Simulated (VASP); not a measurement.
Zr3Si2F, 6 atoms in the cell. Symmetry: P-4m2, No. 115, tetragonal system. Conventional cell: a = 2.866 Å, b = 2.866 Å, c = 13.396 Å, α = 90.00°, β = 90.00°, γ = 90.00°. Within 3.6 Å of Zr (site symmetry 2mm) lie 2 Si at 2.73 Å and 4 F at 2.80 Å and 4 Zr at 2.87 Å. Within 3.7 Å of Zr (site symmetry -4m2) lie 4 Si at 2.83 Å and 4 Zr at 2.87 Å. Within 3.6 Å of Si (site symmetry 2mm) lie 4 Zr at 2.73 to 2.83 Å and 4 Si at 2.87 Å. Within 3.7 Å of F (site symmetry -4m2) lie 8 Zr at 2.80 Å and 4 F at 2.87 Å. The cell was generated, and may not be a known phase.

| Property | Result |
| --- | --- |
| Program | VASP 6.6.1 |
| Task | relaxation of cell and atoms |
| Functional | PBE |
| Potentials or basis | VASP PAW PBE potentials, release 64 (Zr_sv, Si, F) |
| Cutoff | 600 eV |
| k mesh | 14 × 14 × 4 |
| Occupations | gaussian, width 0.1 eV |
| Spin | no spin polarisation |
| Dipole correction | no |
| Further INCAR settings | ALGO = Normal; EDIFF = 1e-06; IBRION = 2; EDIFFG = -0.01; NSW = 100; ISIF = 3 |

Potentials or basis: VASP PAW PBE potentials, release 64 (Zr_sv, Si, F).

Launch:

```sh
$ cat potpaw_PBE.64/Zr_sv/POTCAR potpaw_PBE.64/Si/POTCAR potpaw_PBE.64/F/POTCAR > POTCAR
$ mpirun -np 1 vasp_std > vasp.out
```

Hardware: 1 thread of Intel Xeon 8259CL (shared host).

Estimate the wall time of this run.

It took 40 min on 1 thread of Intel Xeon 8259CL (shared host), peak memory 0.54 GiB. Counts: scf iterations 54, k points 108, ion steps 7.
